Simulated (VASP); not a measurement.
# Hf3H (Pnma) in VASP: single point with PBE

Aim: the single point of Hf3H with PBE.

Everything below comes from runs of VASP 6.6.1. Logs are shortened: lines on timing, memory, paths and dates and some standing lists are left out, and cuts for length are marked.

### Step 1. The cell of the first run

It takes space group Pnma (No. 62, orthorhombic). Conventional cell: a = 6.319 Å, b = 9.553 Å, c = 4.673 Å, α = 90.00°, β = 90.00°, γ = 90.00°. Hf (site symmetry m) has 2 H at 1.99 to 2.00 Å within 2.6 Å. Hf (site symmetry 1) has 1 H at 2.02 Å within 2.7 Å. H (site symmetry m) has 4 Hf at 1.99 to 2.02 Å within 2.6 Å.

### Step 2. Single point, PBE

INCAR reads:

```
ALGO = Normal
EDIFF = 1E-6
ENCUT = 520
GGA = PE
ISIF = 2
ISMEAR = 0
LASPH = T
LCHARG = T
LELF = T
LREAL = Auto
LVHAR = T
LWAVE = F
NBANDS = 76
NELM = 100
PREC = Accurate
SIGMA = 0.2
```

KPOINTS reads:

```
k-points
0
Gamma
  3 2 3
```

POSCAR reads:

```
Hf3H
1.0
    6.3188239731      0.0000000000      0.0000000000
    0.0000000000      9.5530433961      0.0000000000
    0.0000000000      0.0000000000      4.6727310149
Hf H
12 4
Direct
    1.1185021599      0.7500000000      0.2536422736
    0.6185021599      0.7500000000      0.2463577264
    0.8731209012      0.9235193776      0.7419775202
    0.3731209012      0.9235193776      0.7580224798
    0.8731209012      0.5764806224      0.7419775202
    0.3731209012      0.5764806224      0.7580224798
   -0.1185021599      0.2500000000      0.7463577264
    0.3814978401      0.2500000000      0.7536422736
    0.6268790988      0.0764806224      0.2419775202
    0.1268790988      0.0764806224      0.2580224798
    0.1268790988      0.4235193776      0.2580224798
    0.6268790988      0.4235193776      0.2419775202
    0.3716187091      0.7500000000      0.5114881854
    0.8716187091      0.7500000000      0.9885118146
    0.6283812909      0.2500000000      0.4885118146
    0.1283812909      0.2500000000      0.0114881854
```

Potentials or basis: VASP PAW PBE potentials, release 64 (Hf_pv, H).

On the command line:

```console
$ cat potpaw_PBE.64/Hf_pv/POTCAR potpaw_PBE.64/H/POTCAR > POTCAR
$ mpirun -np 1 vasp_std > vasp.out
```

OUTCAR:

```text
EDIFF = 1E-6
   ENCUT = 520
   GGA = PE
   ISIF = 2
   ISMEAR = 0
   LASPH = T
   LREAL = Auto
   NELM = 100
   PREC = Accurate

 ion  position               nearest neighbor table
   1  0.119  0.750  0.254-  14 1.99  13 2.00  10 3.12  11 3.12   2 3.16   2 3.16   5 3.22   3 3.22
                             6 3.27   4 3.27   5 3.30   3 3.30   4 3.30   6 3.30
   2  0.619  0.750  0.246-  13 1.99  14 2.00   9 3.12  12 3.12   1 3.16   1 3.16   6 3.22   4 3.22
                             3 3.27   5 3.27   4 3.30   6 3.30   5 3.30   3 3.30
   3  0.873  0.924  0.742-  14 2.02   7 3.12  10 3.13   4 3.16   4 3.16   9 3.16   9 3.16   1 3.22
                            10 3.24   2 3.27   1 3.30   2 3.30   5 3.32
   4  0.373  0.924  0.758-  13 2.02   8 3.12   9 3.13   3 3.16   3 3.16  10 3.16  10 3.16   2 3.22
                             9 3.24   1 3.27   2 3.30   1 3.30   6 3.32
   5  0.873  0.576  0.742-  14 2.02   7 3.12  11 3.13   6 3.16   6 3.16  12 3.16  12 3.16   1 3.22
                            11 3.24   2 3.27   1 3.30   2 3.30   3 3.32
   6  0.373  0.576  0.758-  13 2.02   8 3.12  12 3.13   5 3.16   5 3.16  11 3.16  11 3.16   2 3.22
                            12 3.24   1 3.27   2 3.30   1 3.30   4 3.32
   7  0.881  0.250  0.746-  16 1.99  15 2.00   3 3.12   5 3.12   8 3.16   8 3.16  11 3.22  10 3.22
                            12 3.27   9 3.27  10 3.30  11 3.30  12 3.30   9 3.30
   8  0.381  0.250  0.754-  15 1.99  16 2.00   4 3.12   6 3.12   7 3.16   7 3.16  12 3.22   9 3.22
                            10 3.27  11 3.27  12 3.30   9 3.30  10 3.30  11 3.30
   9  0.627  0.076  0.242-  15 2.02   2 3.12   4 3.13  10 3.16  10 3.16   3 3.16   3 3.16   8 3.22
                             4 3.24   7 3.27   8 3.30   7 3.30  12 3.32
  10  0.127  0.076  0.258-  16 2.02   1 3.12   3 3.13   9 3.16   9 3.16   4 3.16   4 3.16   7 3.22
                             3 3.24   8 3.27   7 3.30   8 3.30  11 3.32
  11  0.127  0.424  0.258-  16 2.02   1 3.12   5 3.13  12 3.16  12 3.16   6 3.16   6 3.16   7 3.22
                             5 3.24   8 3.27   7 3.30   8 3.30  10 3.32
  12  0.627  0.424  0.242-  15 2.02   2 3.12   6 3.13  11 3.16  11 3.16   5 3.16   5 3.16   8 3.22
                             6 3.24   7 3.27   8 3.30   7 3.30   9 3.32
  13  0.372  0.750  0.511-   2 1.99   1 2.00   4 2.02   6 2.02
  14  0.872  0.750  0.989-   1 1.99   2 2.00   3 2.02   5 2.02
  15  0.628  0.250  0.489-   8 1.99   7 2.00   9 2.02  12 2.02
  16  0.128  0.250  0.011-   7 1.99   8 2.00  10 2.02  11 2.02

  LATTYP: Found a simple orthorhombic cell.
 ALAT       =     4.6727310149
 B/A-ratio  =     1.3522764210
 C/A-ratio  =     2.0444239922

  Lattice vectors:

 A1 = (   0.0000000000,   0.0000000000,   4.6727310149)
 A2 = (   6.3188239731,   0.0000000000,   0.0000000000)
 A3 = (   0.0000000000,   9.5530433961,   0.0000000000)

Analysis of symmetry for initial positions (statically):
=====================================================================
 Subroutine PRICEL returns:
 Original cell was already a primitive cell.

 Routine SETGRP: Setting up the symmetry group for a
 simple orthorhombic supercell.

 Subroutine GETGRP returns: Found  8 space group operations
 (whereof  2 operations were pure point group operations)
 out of a pool of  8 trial point group operations.

The static configuration has the point symmetry S_2 .
 The point group associated with its full space group is D_2h.

Analysis of symmetry for dynamics (positions and initial velocities):
=====================================================================
 Subroutine PRICEL returns:
 Original cell was already a primitive cell.

 Routine SETGRP: Setting up the symmetry group for a
 simple orthorhombic supercell.

 Subroutine GETGRP returns: Found  8 space group operations
 (whereof  2 operations were pure point group operations)
 out of a pool of  8 trial point group operations.

The dynamic configuration has the point symmetry S_2 .
 The point group associated with its full space group is D_2h.

 Subroutine INISYM returns: Found  8 space group operations
 (whereof  2 operations are pure point group operations),
 and found     1 'primitive' translations

----------------------------------------------------------------------------------------

                                     Primitive cell

  volume of cell :     282.0647

  direct lattice vectors                    reciprocal lattice vectors
     6.318823973  0.000000000  0.000000000     0.158257297  0.000000000  0.000000000
     0.000000000  9.553043396  0.000000000     0.000000000  0.104678683  0.000000000
     0.000000000  0.000000000  4.672731015     0.000000000  0.000000000  0.214007611

  length of vectors
     6.318823973  9.553043396  4.672731015     0.158257297  0.104678683  0.214007611

  position of ions in fractional coordinates (direct lattice)
     0.118502160  0.750000000  0.253642274
     0.618502160  0.750000000  0.246357726
     0.873120901  0.923519378  0.741977520
     0.373120901  0.923519378  0.758022480
     0.873120901  0.576480622  0.741977520
     0.373120901  0.576480622  0.758022480
[... 8 lines left out ...]
     0.628381291  0.250000000  0.488511815
     0.128381291  0.250000000  0.011488185

  ion indices of the primitive-cell ions
   primitive index   ion index
                 1           1
                 2           2
                 3           3
                 4           4
                 5           5
                 6           6
[... 8 lines left out ...]
                15          15
                16          16

----------------------------------------------------------------------------------------

 KPOINTS: k-points

Automatic generation of k-mesh.
 Grid dimensions read from file:
 generate k-points for:    3    2    3

 Generating k-lattice:

  Cartesian coordinates                     Fractional coordinates (reciprocal lattice)
     0.052752432  0.000000000  0.000000000     0.333333333  0.000000000  0.000000000
     0.000000000  0.052339341  0.000000000     0.000000000  0.500000000  0.000000000
     0.000000000  0.000000000  0.071335870     0.000000000  0.000000000  0.333333333

  Length of vectors
     0.052752432  0.052339341  0.071335870

  Shift w.r.t. Gamma in fractional coordinates (k-lattice)
     0.000000000  0.000000000  0.000000000

 Subroutine IBZKPT returns following result:
 ===========================================

 Found      8 irreducible k-points:

 Following reciprocal coordinates:
            Coordinates               Weight
  0.000000  0.000000  0.000000      1.000000
  0.333333  0.000000  0.000000      2.000000
  0.000000  0.500000  0.000000      1.000000
  0.333333  0.500000  0.000000      2.000000
  0.000000  0.000000  0.333333      2.000000
  0.333333  0.000000  0.333333      4.000000
  0.000000  0.500000  0.333333      2.000000
  0.333333  0.500000  0.333333      4.000000
   k-points           NKPTS =      8   k-points in BZ     NKDIM =      8   number of bands    NBANDS=     76
   number of dos      NEDOS =    301   number of ions     NIONS =     16
   total plane-waves  NPLWV = 124416
   dimension x,y,z NGX =    48 NGY =   72 NGZ =   36
   dimension x,y,z NGXF=    96 NGYF=  144 NGZF=   72
   ions per type =              12   4
   NGX,Y,Z   is equivalent  to a cutoff of  12.63, 12.53, 12.81 a.u.
   NGXF,Y,Z  is equivalent  to a cutoff of  25.26, 25.06, 25.62 a.u.
 SYSTEM =  unknown system
   PREC   = accura    normal or accurate (medium, high low for compatibility)
   ISTART =      0    job   : 0-new  1-cont  2-samecut
   ICHARG =      2    charge: 1-file 2-atom 10-const
   ISPIN  =      1    spin polarized calculation?
   LNONCOLLINEAR =      F non collinear calculations
   LSORBIT =      F    spin-orbit coupling
   LASPH  =      T    aspherical Exc in radial PAW
   ENCUT  =  520.0 eV  38.22 Ry    6.18 a.u.  11.75 17.76  8.69*2*pi/ulx,y,z
   NELM   =    100;   NELMIN=  2; NELMDL= -5     # of ELM steps
   EDIFF  = 0.1E-05   stopping-criterion for ELM
   LREAL  =      T    real-space projection
   EDIFFG = 0.1E-04   stopping-criterion for IOM
   NSW    =      0    number of steps for IOM
   IBRION =     -1    ionic relax: 0-MD 1-quasi-New 2-CG
   NFREE  =      0    steps in history (QN), initial steepest desc. (CG)
   ISIF   =      2    stress and relaxation
   ISYM   =      2    0-nonsym 1-usesym 2-fastsym
   POTIM  = 0.5000    time-step for ionic-motion
   TEBEG  =    0.0;   TEEND  =   0.0 temperature during run
   PSTRESS=    0.0 pullay stress
   NELECT =     124.0000    total number of electrons
   NUPDOWN=      -1.0000    fix difference up-down
   EMIN   =  10.00;   EMAX   =-10.00  energy-range for DOS
   EFERMI =   0.00;   METHOD = LEGACY
   ISMEAR =     0;   SIGMA  =   0.20  broadening in eV -4-tet -1-fermi 0-gaus
   EFERMI_NEDOS =   21; number of points for ismear=-14 and -15
   IALGO  =     38    algorithm
   IMIX   =      4    mixing-type and parameters
     AMIX     =   0.40;   BMIX     =  1.00
     AMIX_MAG =   1.60;   BMIX_MAG =  1.00
  volume/ion in A,a.u.               =      17.63       118.97
  Fermi-wavevector in a.u.,A,eV,Ry     =   1.244799  2.352328 21.082552  1.549524
  Thomas-Fermi vector in A             =   2.379049
   LORBIT       =      0    0 simple, 1 ext, 2 COOP (PROOUT), +10 PAW based schemes
   GGA     = PE    functional components
   LHFCALC =     F    Hartree Fock is set to
   AEXX    =    0.0000 exact exchange contribution
   IVDW    =     0    specifies the selected vdW correction
   LEPSILON=     F    determine dielectric tensor
   LRPA    =     F    only Hartree local field effects (RPA)
 non-spin polarized calculation
 Gauss-broadening in eV      SIGMA  =   0.20
  energy-cutoff  :      520.00
  volume of cell :      282.06
 maximum number of plane-waves:      7633
 NGX is ok and might be reduce to    48
   NGX = 23   NGY = 35   NGZ = 17

 number of electron     123.9999983 magnetization

 Free energy of the ion-electron system (eV)
  ---------------------------------------------------
  ext. energy  EPLUGINS =         0.00000000
  ---------------------------------------------------
  free energy    TOTEN  =      -135.04059436 eV

  energy without entropy =     -134.73330206  energy(sigma->0) =     -134.88694821

 E-fermi :   4.5521     XC(G=0): -11.2139

 val. band max:        4.5027100820   @ k =   0.3333   0.0000   0.3333
 cond. band min:       4.5570131064   @ k =   0.0000   0.0000   0.3333
 fundamental gap:      0.0543030244
 Fermi energy:         4.5521387667

 k-point     1 :       0.0000    0.0000    0.0000
  band No.  band energies     occupation
      1     -26.3049      2.00000
      2     -26.2566      2.00000
      3     -26.1916      2.00000
      4     -26.1913      2.00000
      5     -26.1899      2.00000
      6     -26.1328      2.00000
[... 66 lines left out ...]
     73       6.2497      0.00000
     74       6.9744      0.00000

 k-point     2 :       0.3333    0.0000    0.0000
  band No.  band energies     occupation
      1     -26.2351      2.00000
      2     -26.1721      2.00000
      3     -26.1491      2.00000
      4     -26.1191      2.00000
      5     -26.1127      2.00000
      6     -26.1017      2.00000
[... 66 lines left out ...]
     73       6.1845      0.00000
     74       6.9831      0.00000

 k-point     3 :       0.0000    0.5000    0.0000
  band No.  band energies     occupation
      1     -26.2998      2.00000
      2     -26.2998      2.00000
      3     -26.1903      2.00000
      4     -26.1903      2.00000
      5     -26.1514      2.00000
      6     -26.1514      2.00000
[... 374 lines left out ...]
     73       6.1039      0.00000
     74       6.1041      0.00000

 k-point     8 :       0.3333    0.5000    0.3333
  band No.  band energies     occupation
      1     -26.2555      2.00000
      2     -26.2555      2.00000
      3     -26.1927      2.00000
      4     -26.1927      2.00000
      5     -26.1642      2.00000
      6     -26.1642      2.00000
[... 66 lines left out ...]
     73       6.2289      0.00000
     74       6.2290      0.00000
 [bands above 74 left out]

------------------------ aborting loop because EDIFF is reached ----------------------------------------

  FORCE on cell =-STRESS in cart. coord.  units (eV):
  Direction    XX          YY          ZZ          XY          YZ          ZX
  --------------------------------------------------------------------------------------
  -------------------------------------------------------------------------------------
  Total       -0.6100151     -0.9816996     -1.0870057      0.0000000      0.0000000      0.0000000
  in kB       -3.4649934     -5.5762263     -6.1743839      0.0000000      0.0000000      0.0000000
  external PRESSURE =      -5.0718679 kB  Pullay stress =       0.0000000 kB

 VOLUME and BASIS-vectors are now :
 -----------------------------------------------------------------------------
  energy-cutoff  :      520.00
  volume of cell :      282.06
      direct lattice vectors                 reciprocal lattice vectors
     6.318823973  0.000000000  0.000000000     0.158257297  0.000000000  0.000000000
     0.000000000  9.553043396  0.000000000     0.000000000  0.104678683  0.000000000
     0.000000000  0.000000000  4.672731015     0.000000000  0.000000000  0.214007611

 POSITION                                       TOTAL-FORCE (eV/Angst)
 -----------------------------------------------------------------------------------
      0.74879      7.16478      1.18520         0.011927      0.000000     -0.027974
      3.90821      7.16478      1.15116         0.011927      0.000000      0.027974
      5.51710      8.82242      3.46706        -0.006982     -0.014868      0.021491
      2.35769      8.82242      3.54204        -0.006982     -0.014868     -0.021491
      5.51710      5.50714      3.46706        -0.006982      0.014868      0.021491
      2.35769      5.50714      3.54204        -0.006982      0.014868     -0.021491
[... 8 lines left out ...]
      3.97063      2.38826      2.28268         0.009340      0.000000      0.006798
      0.81122      2.38826      0.05368         0.009340      0.000000     -0.006798
 -----------------------------------------------------------------------------------
    total drift:                                0.000000      0.000000     -0.000000

  FREE ENERGIE OF THE ION-ELECTRON SYSTEM (eV)
  ---------------------------------------------------
  free  energy   TOTEN  =      -135.0405943628 eV

  energy  without entropy=     -134.7333020635  energy(sigma->0) =     -134.88694821
```

It took 2.8 min on 1 thread of Intel Xeon 6975P-C (Granite Rapids), shared host; peak memory 0.4 GiB.

Results:

| Item | Value |
| --- | --- |
| Free energy | -135.0406 eV |
| Pressure | -0.5 GPa |
| Largest force | 0.030 eV/Å |
| Band gap on the k mesh | zero (band 62 reaches 4.73 eV, above the bottom of band 63 at 4.42 eV) |

Forces on the atoms (eV/Å):
```
Hf   0.012  0.000 -0.028
Hf   0.012  0.000  0.028
Hf  -0.007 -0.015  0.021
Hf  -0.007 -0.015 -0.021
Hf  -0.007  0.015  0.021
Hf  -0.007  0.015 -0.021
Hf  -0.012  0.000  0.028
Hf  -0.012  0.000 -0.028
Hf   0.007  0.015  0.021
Hf   0.007  0.015 -0.021
Hf   0.007 -0.015 -0.021
Hf   0.007 -0.015  0.021
H   -0.009  0.000 -0.007
H   -0.009  0.000  0.007
H    0.009  0.000  0.007
H    0.009  0.000 -0.007
```

Stress tensor (GPa, compression positive):
```
-0.35  0.00  0.00
 0.00 -0.56  0.00
 0.00  0.00 -0.62
```

Caveat: the k points lie up to 0.45 Å⁻¹ apart; spin-orbit coupling is left out, which moves the levels of the heavy elements.
